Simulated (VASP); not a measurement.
# Si (I4/mmm) in VASP: single point with LDA

Aim: the single point of Si with LDA.

All numbers are computed with VASP 6.6.1; they aren't measurements. Logs are shortened: lines on timing, memory, paths and dates and some standing lists are left out, and cuts for length are marked.

### Step 1. The cell of the first run

Symmetry: I4/mmm, No. 139, tetragonal system. Conventional cell: a = 2.994 Å, b = 2.994 Å, c = 2.852 Å, α = 90.00°, β = 90.00°, γ = 90.00°. Si (site symmetry 4/mmm) has 14 Si at 2.55 to 2.99 Å within 3.4 Å.

### Step 2. Single point, LDA (strain -0.080 along x and y, +0.080 along z)

File INCAR:

```
PREC = Accurate ; ENCUT = 520
EDIFF = 1E-6 ; ISMEAR = 0
SIGMA = 0.15 ; LREAL = False
LASPH = True ; NELM = 80
ALGO = Normal ; ISIF = 2
LWAVE = False ; LCHARG = True
GGA = CA ; LELF = True
LVHAR = True ; NBANDS = 8
```

File KPOINTS:

```
Automatic mesh
0
Gamma
  22 22 22
```

File POSCAR:

```
Si
1.0
   -1.4967617356      1.4967617356      1.4259562380
    1.4967617356     -1.4967617356      1.4259562380
    1.4967617356      1.4967617356     -1.4259562380
Si
1
Direct
    0.0000000000      0.0000000000      0.0000000000
```

Potentials or basis: VASP PAW LDA potentials, release 64 (Si).

Launch:

```bash
$ cat potpaw_LDA.64/Si/POTCAR > POTCAR
$ mpirun -np 1 vasp_std > vasp.out
```

OUTCAR:

```text
PREC = Accurate
   ENCUT = 520
   EDIFF = 1E-6
   ISMEAR = 0
   LREAL = False
   LASPH = True
   NELM = 80
   ISIF = 2
   GGA = CA

 ion  position               nearest neighbor table
   1  0.000  0.000  0.000-

  LATTYP: Found a body centered tetragonal cell.
 ALAT       =     2.9935234712
 C/A-ratio  =     0.9526942092

  Lattice vectors:

 A1 = (  -1.4967617356,   1.4967617356,   1.4259562380)
 A2 = (   1.4967617356,  -1.4967617356,   1.4259562380)
 A3 = (   1.4967617356,   1.4967617356,  -1.4259562380)

Analysis of symmetry for initial positions (statically):
=====================================================================
 Subroutine PRICEL returns:
 Original cell was already a primitive cell.

 Routine SETGRP: Setting up the symmetry group for a
 body centered tetragonal supercell.

 Subroutine GETGRP returns: Found 16 space group operations
 (whereof 16 operations were pure point group operations)
 out of a pool of 16 trial point group operations.

The static configuration has the point symmetry D_4h.

Analysis of symmetry for dynamics (positions and initial velocities):
=====================================================================
 Subroutine PRICEL returns:
 Original cell was already a primitive cell.

 Routine SETGRP: Setting up the symmetry group for a
 body centered tetragonal supercell.

 Subroutine GETGRP returns: Found 16 space group operations
 (whereof 16 operations were pure point group operations)
 out of a pool of 16 trial point group operations.

The dynamic configuration has the point symmetry D_4h.

 Subroutine INISYM returns: Found 16 space group operations
 (whereof 16 operations are pure point group operations),
 and found     1 'primitive' translations

----------------------------------------------------------------------------------------

                                     Primitive cell

  volume of cell :      12.7783

  direct lattice vectors                    reciprocal lattice vectors
    -1.496761736  1.496761736  1.425956238     0.000000000  0.334054505  0.350641897
     1.496761736 -1.496761736  1.425956238     0.334054505  0.000000000  0.350641897
     1.496761736  1.496761736 -1.425956238     0.334054505  0.334054505  0.000000000

  length of vectors
     2.552242657  2.552242657  2.552242657     0.484295521  0.484295521  0.472424411

  position of ions in fractional coordinates (direct lattice)
     0.000000000  0.000000000  0.000000000

  ion indices of the primitive-cell ions
   primitive index   ion index
                 1           1

----------------------------------------------------------------------------------------

 KPOINTS: Automatic mesh

Automatic generation of k-mesh.
 Grid dimensions read from file:
 generate k-points for:   22   22   22

 Generating k-lattice:

  Cartesian coordinates                     Fractional coordinates (reciprocal lattice)
     0.000000000  0.015184296  0.015938268     0.045454545  0.000000000  0.000000000
     0.015184296  0.000000000  0.015938268     0.000000000  0.045454545  0.000000000
     0.015184296  0.015184296  0.000000000     0.000000000  0.000000000  0.045454545

  Length of vectors
     0.022013433  0.022013433  0.021473837

  Shift w.r.t. Gamma in fractional coordinates (k-lattice)
     0.000000000  0.000000000  0.000000000

 Subroutine IBZKPT returns following result:
 ===========================================

 Found    834 irreducible k-points:

 Following reciprocal coordinates:
            Coordinates               Weight
  0.000000  0.000000  0.000000      1.000000
  0.045455  0.000000  0.000000      8.000000
  0.090909  0.000000  0.000000      8.000000
  0.136364  0.000000  0.000000      8.000000
  0.181818 -0.000000  0.000000      8.000000
  0.227273 -0.000000  0.000000      8.000000
[... 16 lines left out ...]
  0.500000  0.045455 -0.000000     16.000000
 -0.454545  0.045455 -0.000000     16.000000
 [... further k-points ...]
   k-points           NKPTS =    834   k-points in BZ     NKDIM =    834   number of bands    NBANDS=      8
   number of dos      NEDOS =    301   number of ions     NIONS =      1
   total plane-waves  NPLWV =   8000
   dimension x,y,z NGX =    20 NGY =   20 NGZ =   20
   dimension x,y,z NGXF=    40 NGYF=   40 NGZF=   40
   ions per type =               1
   NGX,Y,Z   is equivalent  to a cutoff of  13.03, 13.03, 13.03 a.u.
   NGXF,Y,Z  is equivalent  to a cutoff of  26.05, 26.05, 26.05 a.u.
 SYSTEM =  unknown system
   PREC   = accura    normal or accurate (medium, high low for compatibility)
   ISTART =      0    job   : 0-new  1-cont  2-samecut
   ICHARG =      2    charge: 1-file 2-atom 10-const
   ISPIN  =      1    spin polarized calculation?
   LNONCOLLINEAR =      F non collinear calculations
   LSORBIT =      F    spin-orbit coupling
   LASPH  =      T    aspherical Exc in radial PAW
   ENCUT  =  520.0 eV  38.22 Ry    6.18 a.u.   4.75  4.75  4.75*2*pi/ulx,y,z
   NELM   =     80;   NELMIN=  2; NELMDL= -5     # of ELM steps
   EDIFF  = 0.1E-05   stopping-criterion for ELM
   LREAL  =      F    real-space projection
   EDIFFG = 0.1E-04   stopping-criterion for IOM
   NSW    =      0    number of steps for IOM
   IBRION =     -1    ionic relax: 0-MD 1-quasi-New 2-CG
   NFREE  =      0    steps in history (QN), initial steepest desc. (CG)
   ISIF   =      2    stress and relaxation
   ISYM   =      2    0-nonsym 1-usesym 2-fastsym
   POTIM  = 0.5000    time-step for ionic-motion
   TEBEG  =    0.0;   TEEND  =   0.0 temperature during run
   PSTRESS=    0.0 pullay stress
   NELECT =       4.0000    total number of electrons
   NUPDOWN=      -1.0000    fix difference up-down
   EMIN   =  10.00;   EMAX   =-10.00  energy-range for DOS
   EFERMI =   0.00;   METHOD = LEGACY
   ISMEAR =     0;   SIGMA  =   0.15  broadening in eV -4-tet -1-fermi 0-gaus
   EFERMI_NEDOS =   21; number of points for ismear=-14 and -15
   IALGO  =     38    algorithm
   IMIX   =      4    mixing-type and parameters
     AMIX     =   0.40;   BMIX     =  1.00
     AMIX_MAG =   1.60;   BMIX_MAG =  1.00
  volume/ion in A,a.u.               =      12.78        86.23
  Fermi-wavevector in a.u.,A,eV,Ry     =   1.111572  2.100567 16.811258  1.235593
  Thomas-Fermi vector in A             =   2.248137
   LORBIT       =      0    0 simple, 1 ext, 2 COOP (PROOUT), +10 PAW based schemes
   GGA     = CA    functional components
   LHFCALC =     F    Hartree Fock is set to
   AEXX    =    0.0000 exact exchange contribution
   IVDW    =     0    specifies the selected vdW correction
   LEPSILON=     F    determine dielectric tensor
   LRPA    =     F    only Hartree local field effects (RPA)
 non-spin polarized calculation
 Gauss-broadening in eV      SIGMA  =   0.15
  energy-cutoff  :      520.00
  volume of cell :       12.78
 maximum number of plane-waves:       362
   NGX =  9   NGY =  9   NGZ =  9

 number of electron       4.0000000 magnetization

 Free energy of the ion-electron system (eV)
  ---------------------------------------------------
  ext. energy  EPLUGINS =         0.00000000
  ---------------------------------------------------
  free energy    TOTEN  =        -5.48611326 eV

  energy without entropy =       -5.48148229  energy(sigma->0) =       -5.48379777

 E-fermi :  11.7427     XC(G=0): -11.7722

 val. band max:       11.7418488180   @ k =  -0.4545   0.5000   0.4091
 cond. band min:      11.7445147468   @ k =  -0.3182   0.4091   0.2727
 fundamental gap:      0.0026659288
 Fermi energy:        11.7427438923

 k-point     1 :       0.0000    0.0000    0.0000
  band No.  band energies     occupation
      1      -3.7094      2.00000
      2      24.0391      0.00000
      3      24.5537      0.00000
      4      24.5537      0.00000
      5      25.1162      0.00000
      6      25.3176      0.00000
      7      25.3176      0.00000
      8      28.0087      0.00000

 k-point     2 :       0.0455    0.0000    0.0000
  band No.  band energies     occupation
      1      -3.6391      2.00000
      2      23.2035      0.00000
      3      23.6472      0.00000
      4      24.5550      0.00000
      5      24.6210      0.00000
      6      26.0027      0.00000
      7      26.0450      0.00000
      8      27.9637      0.00000

 k-point     3 :       0.0909    0.0000    0.0000
  band No.  band energies     occupation
      1      -3.4283      2.00000
      2      21.8878      0.00000
      3      22.1676      0.00000
      4      23.9350      0.00000
      5      24.0789      0.00000
      6      26.3107      0.00000
      7      27.3473      0.00000
      8      27.9424      0.00000

 k-point     4 :       0.1364    0.0000    0.0000
  band No.  band energies     occupation
      1      -3.0773      2.00000
      2      19.8422      0.00000
      3      21.2205      0.00000
      4      23.1145      0.00000
      5      23.4284      0.00000
      6      25.8201      0.00000
      7      28.3785      0.00000
      8      28.9079      0.00000

 k-point     5 :       0.1818   -0.0000    0.0000
  band No.  band energies     occupation
      1      -2.5871      2.00000
      2      17.7030      0.00000
      3      20.3826      0.00000
      4      22.2677      0.00000
      5      22.7642      0.00000
      6      25.1111      0.00000
      7      28.9595      0.00000
      8      29.3423      0.00000

 k-point     6 :       0.2273   -0.0000    0.0000
  band No.  band energies     occupation
      1      -1.9586      2.00000
      2      15.5713      0.00000
      3      19.6583      0.00000
      4      21.4727      0.00000
      5      22.1401      0.00000
      6      24.4204      0.00000
      7      29.4601      0.00000
      8      30.0938      0.00000

 k-point     7 :       0.2727    0.0000    0.0000
  band No.  band energies     occupation
      1      -1.1931      2.00000
      2      13.4977      0.00000
      3      19.0483      0.00000
      4      20.7679      0.00000
      5      21.5855      0.00000
      6      23.8015      0.00000
      7      30.0067      0.00000
      8      30.9922      0.00000

 k-point     8 :       0.3182    0.0000    0.0000
  band No.  band energies     occupation
      1      -0.2923      2.00000
      2      11.5088      1.97260
      3      18.5523      0.00000
      4      20.1739      0.00000
      5      21.1177      0.00000
      6      23.2752      0.00000
      7      30.6405      0.00000
      8      31.9726      0.00000

 k-point     9 :       0.3636   -0.0000    0.0000
  band No.  band energies     occupation
      1       0.7421      2.00000
      2       9.6195      2.00000
      3      18.1688      0.00000
      4      19.7024      0.00000
      5      20.7467      0.00000
      6      22.8541      0.00000
      7      31.3528      0.00000
      8      33.0004      0.00000

 k-point    10 :       0.4091    0.0000    0.0000
  band No.  band energies     occupation
      1       1.9078      2.00000
      2       7.8394      2.00000
      3      17.8965      0.00000
      4      19.3609      0.00000
      5      20.4785      0.00000
      6      22.5471      0.00000
      7      32.1045      0.00000
      8      34.0118      0.00000
[... 78 lines left out ...]
 k-point    18 :       0.2727    0.0455    0.0000
  band No.  band energies     occupation
      1      -0.6872      2.00000
      2      12.4876      0.00000
      3      18.4150      0.00000
      4      19.6283      0.00000
      5      22.2562      0.00000
      6      23.8309      0.00000
      7      29.2959      0.00000
      8      32.3298      0.00000

 k-point    19 :       0.3182    0.0455    0.0000
  band No.  band energies     occupation
      1       0.2836      2.00000
      2      10.5511      2.00000
      3      17.9067      0.00000
      4      19.1767      0.00000
      5      21.7885      0.00000
      6      23.4220      0.00000
      7      29.9791      0.00000
      8      33.3469      0.00000

 k-point    20 :       0.3636    0.0455    0.0000
  band No.  band energies     occupation
      1       1.3869      2.00000
      2       8.7192      2.00000
      3      17.5092      0.00000
      4      18.8498      0.00000
      5      21.4181      0.00000
      6      23.1229      0.00000
      7      30.7563      0.00000
      8      34.2977      0.00000

 k-point    21 :       0.4091    0.0455    0.0000
  band No.  band energies     occupation
      1       2.6200      2.00000
      2       6.9999      2.00000
      3      17.2248      0.00000
      4      18.6496      0.00000
      5      21.1544      0.00000
      6      22.9382      0.00000
      7      31.5963      0.00000
      8      34.9931      0.00000

 k-point    22 :       0.4545    0.0455    0.0000
  band No.  band energies     occupation
      1       3.9773      2.00000
      2       5.4021      2.00000
      3      17.0556      0.00000
      4      18.5762      0.00000
      5      21.0031      0.00000
      6      22.8707      0.00000
      7      32.4197      0.00000
      8      35.0794      0.00000

 k-point    23 :       0.5000    0.0455   -0.0000
  band No.  band energies     occupation
      1       3.9083      2.00000
      2       5.4772      2.00000
      3      17.0034      0.00000
      4      18.6286      0.00000
      5      20.9677      0.00000
      6      22.9211      0.00000
      7      32.9980      0.00000
      8      34.5327      0.00000

 k-point    24 :      -0.4545    0.0455   -0.0000
  band No.  band energies     occupation
      1       2.5567      2.00000
      2       7.0817      2.00000
      3      17.0695      0.00000
      4      18.8051      0.00000
      5      21.0500      0.00000
      6      23.0879      0.00000
      7      32.8915      0.00000
      8      33.8029      0.00000

 [... further k-points ...]
[... 5 lines left out ...]
  --------------------------------------------------------------------------------------
  -------------------------------------------------------------------------------------
  Total        1.1495595      1.1495595      0.6330261      0.0000000     -0.0000000      0.0000000
  in kB      144.1353498    144.1353498     79.3707795      0.0000000     -0.0000000      0.0000000
  external PRESSURE =     122.5471597 kB  Pullay stress =       0.0000000 kB

 VOLUME and BASIS-vectors are now :
 -----------------------------------------------------------------------------
  energy-cutoff  :      520.00
  volume of cell :       12.78
      direct lattice vectors                 reciprocal lattice vectors
    -1.496761736  1.496761736  1.425956238     0.000000000  0.334054505  0.350641897
     1.496761736 -1.496761736  1.425956238     0.334054505  0.000000000  0.350641897
     1.496761736  1.496761736 -1.425956238     0.334054505  0.334054505  0.000000000

 POSITION                                       TOTAL-FORCE (eV/Angst)
 -----------------------------------------------------------------------------------
      0.00000      0.00000      0.00000         0.000000     -0.000000      0.000000
 -----------------------------------------------------------------------------------
    total drift:                                0.000000      0.000000     -0.000000

  FREE ENERGIE OF THE ION-ELECTRON SYSTEM (eV)
  ---------------------------------------------------
  free  energy   TOTEN  =        -5.4861132553 eV

  energy  without entropy=       -5.4814822855  energy(sigma->0) =       -5.48379777
```

Run time: 29 s. Hardware: 1 thread of Intel Xeon 6975P-C (Granite Rapids), shared host; peak memory 0.17 GiB.

What came out:

* Free energy: -5.4861 eV
* Pressure: 12.3 GPa
* Band gap on the k mesh: zero (band 2 reaches 24.04 eV, above the bottom of band 3 at 7.52 eV)

Levels at points of the mesh, in eV from the Fermi level:
| k point | band 1 | band 2 | band 3 | band 4 | band 5 | band 6 | band 7 |
| --- | --- | --- | --- | --- | --- | --- | --- |
| (0.00, 0.00, 0.00) | -15.45 | 12.30 | 12.81 | 12.81 | 13.37 | 13.57 | 13.57 |
| (0.50, 0.00, 0.00) | -7.21 | -7.02 | 5.94 | 7.34 | 8.52 | 10.56 | 21.35 |
| (0.50, 0.50, 0.00) | -7.58 | -7.46 | 6.92 | 8.52 | 9.89 | 11.22 | 20.67 |
| (0.50, 0.50, 0.50) | -1.02 | -1.02 | 0.51 | 1.45 | 1.68 | 3.30 | 26.21 |

Caveat: the cell differs from its parent crystal (strain -0.080 along x and y, +0.080 along z).
